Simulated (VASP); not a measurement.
A run of VASP 6.6.1 is set up as follows.

File INCAR:

```
ALGO     = Normal         # electronic algorithm
EDIFF    = 1E-6           # SCF threshold, eV
ENCUT    = 520            # plane-wave cutoff, eV
GGA      = PE             # functional
ISIF     = 2              # what is computed and relaxed
ISMEAR   = 0              # smearing method
IVDW     = 13             # dispersion correction
LASPH    = True           # aspherical terms in the spheres
LCHARG   = False          # write CHGCAR
LREAL    = False          # projectors in reciprocal space
LWAVE    = False          # write WAVECAR
NBANDS   = 16             # bands
NELM     = 100            # most SCF steps
PREC     = Accurate       # precision mode
SIGMA    = 0.05           # smearing width, eV
```

The input KPOINTS:

```
k-points
0
Gamma
  8 8 8
```

File POSCAR:

```
ZrB2
1.0
    3.1935395363      0.0000000000      0.0000000000
   -1.5967697681      2.7656863664      0.0000000000
    0.0000000000      0.0000000000      3.5439407578
Zr B
1 2
Direct
    0.0000000000      0.0000000000      0.0000000000
    0.3333333333      0.6666666667      0.5000000000
    0.6666666667      0.3333333333      0.5000000000
```

Potentials or basis: VASP PAW PBE potentials, release 64 (Zr_sv, B).

Launch:

```bash
$ cat potpaw_PBE.64/Zr_sv/POTCAR potpaw_PBE.64/B/POTCAR > POTCAR
$ mpirun -np 1 vasp_std > vasp.out
```

(1) Estimate the pressure.

(2) Estimate the dispersion energy per atom.

(3) Estimate the band gap on the k mesh.

## Answers

(1) -8.9 GPa.

(2) -0.308 eV.

(3) zero (band 9 reaches 10.85 eV, above the bottom of band 10 at 10.29 eV).

Caveat: pairwise dispersion overbinds metals, which lowers pressure and volume.
